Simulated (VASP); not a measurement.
Wanted: the native input for a VASP 6.6.1 run.

* Task: single point
* Functional: PBE
* Potentials or basis: VASP PAW PBE potentials, release 64 (Be, Cd, S)
* Cutoff: 520 eV
* k mesh: 12 × 12 × 12
* Occupations: gaussian, width 0.1 eV
* Spin: no spin polarisation
* Dipole correction: no
* Further INCAR settings: ALGO = Normal; EDIFF = 1e-07; NBANDS = 22

The structure of Be2CdS2 lies in POSCAR:

```
Be2CdS2
1.0
    1.5375132894    -11.2082388978      0.0000000000
    1.5375132894     11.2082388978      0.0000000000
    0.0000000000      0.0000000000      3.0736571605
Be Cd S
2 1 2
Direct
    0.8487663515      0.1512336485      0.0000000000
    0.1512336485      0.8487663515      0.0000000000
    0.5000000000      0.5000000000      0.5000000000
    0.6515168230      0.3484831770      0.5000000000
    0.3484831770      0.6515168230      0.5000000000
```

The cell was generated, and may not be a known phase.

The input as run:

INCAR

```
SYSTEM = Be2CdS2
PREC     = Accurate       ! precision mode
ENCUT    = 520            ! plane-wave cutoff, eV
EDIFF    = 1E-7           ! SCF threshold, eV
ISMEAR   = 0              ! smearing method
SIGMA    = 0.1            ! smearing width, eV
LREAL    = .FALSE.        ! projectors in reciprocal space
LASPH    = .TRUE.         ! aspherical terms in the spheres
NELM     = 60             ! most SCF steps
ALGO     = Normal         ! electronic algorithm
ISIF     = 2              ! what is computed and relaxed
LWAVE    = .FALSE.        ! write WAVECAR
LCHARG   = .FALSE.        ! write CHGCAR
GGA      = PE             ! functional
NBANDS   = 22             ! bands
```

KPOINTS

```
Automatic mesh
0
G
  12 12 12
  0 0 0
```

Potentials or basis: VASP PAW PBE potentials, release 64 (Be, Cd, S).

Launch:

```console
$ cat potpaw_PBE.64/Be/POTCAR potpaw_PBE.64/Cd/POTCAR potpaw_PBE.64/S/POTCAR > POTCAR
$ mpirun -np 1 vasp_std > vasp.out
```

Results of the run:

The pressure is 0.0 GPa, the largest force is 0.005 eV/Å and the band gap on the k mesh is zero (bands 14 and 15 overlap by 0.91 eV).

Run time: 49 min on 1 thread of Intel Xeon 8259CL (shared host), peak memory 0.94 GiB.
